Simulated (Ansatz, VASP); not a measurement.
# Al2O3: VASP beside Ansatz

```
Al O
1.0
     2.36434    1.36505    4.29670
    -2.36434    1.36505    4.29670
     0.00000   -2.73011    4.29670
Al O
4 6
Direct
  0.35198 0.35198 0.35198
  0.14802 0.14802 0.14802
  0.64802 0.64802 0.64802
  0.85198 0.85198 0.85198
  0.55583 0.94417 0.25000
  0.25000 0.55583 0.94417
  0.94417 0.25000 0.55583
  0.44417 0.05583 0.75000
  0.75000 0.44417 0.05583
  0.05583 0.75000 0.44417
```

Alike in both runs: functional LDA; k mesh 6 × 6 × 6; occupations fermi-dirac, width 0.02 eV; no spin polarisation.

Ansatz relaxed the structure, and its values are those at the end. VASP's run is a single point on that final structure, the one shown.

```csv
,VASP,Ansatz
version,VASP 6.6.1,Ansatz 0.2.0
potentials or method,"VASP PAW LDA potentials, release 64 (Al, O_h), cutoff 1340 eV",PAW plane waves
valence electrons in the cell,48,48
```

Ansatz gave:

```
gap on the k mesh at the Fermi level (eV) : 6.44
pressure (GPa)                            : 0.0
rms of the force components (eV/Å)        : 0.000
```

Task: What did VASP give for the same quantities?

Result: gap on the k mesh at the Fermi level (eV): 6.45; pressure (GPa): 0.5; rms of the force components (eV/Å): 0.004.

Ansatz warns that its potentials were made for another functional, while VASP's fit it. LDA's correlation is that of Perdew and Zunger in VASP and of Perdew and Wang (1992) in Ansatz.
